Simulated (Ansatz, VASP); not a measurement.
# Two plane-wave programs on CaF4

```xyz
5
Lattice="-2.6822 2.6822 2.6822 2.6822 -2.6822 2.6822 2.6822 2.6822 -2.6822" Properties=species:S:1:pos:R:3 pbc="T T T"
Ca    0.0000    0.0000    0.0000
F     1.3411    1.3411    1.3411
F    -1.3411    1.3411    1.3411
F     1.3411    1.3411   -1.3411
F     1.3411   -1.3411    1.3411
```

Alike in both runs: functional PBE; dispersion D3(BJ); k mesh 10 × 10 × 10; occupations gaussian, width 0.2 eV; collinear spin.

Ansatz relaxed the structure, and its values are those at the end. VASP's run is a single point on that final structure, the one shown.

```csv
,VASP,Ansatz
version,VASP 6.6.1,Ansatz 0.2.0
potentials or method,"VASP PAW PBE potentials, release 64 (Ca_sv, F), cutoff 520 eV","scalar-relativistic, plane waves, PAW"
valence electrons in the cell,38,38
```

```csv
,VASP,Ansatz,Ansatz less VASP
gap on the k mesh at the Fermi level (eV),none,none,-
pressure (GPa),0.0,0.0,+0.02
net moment per atom (μB),0.40,0.40,0.000
size of the moment on the site where the two differ most (μB),0.46,0.50,+0.043
```

Site moments also hang on the region over which each program counts them. A gap of «none» marks a metal or a gap that the smearing closes.
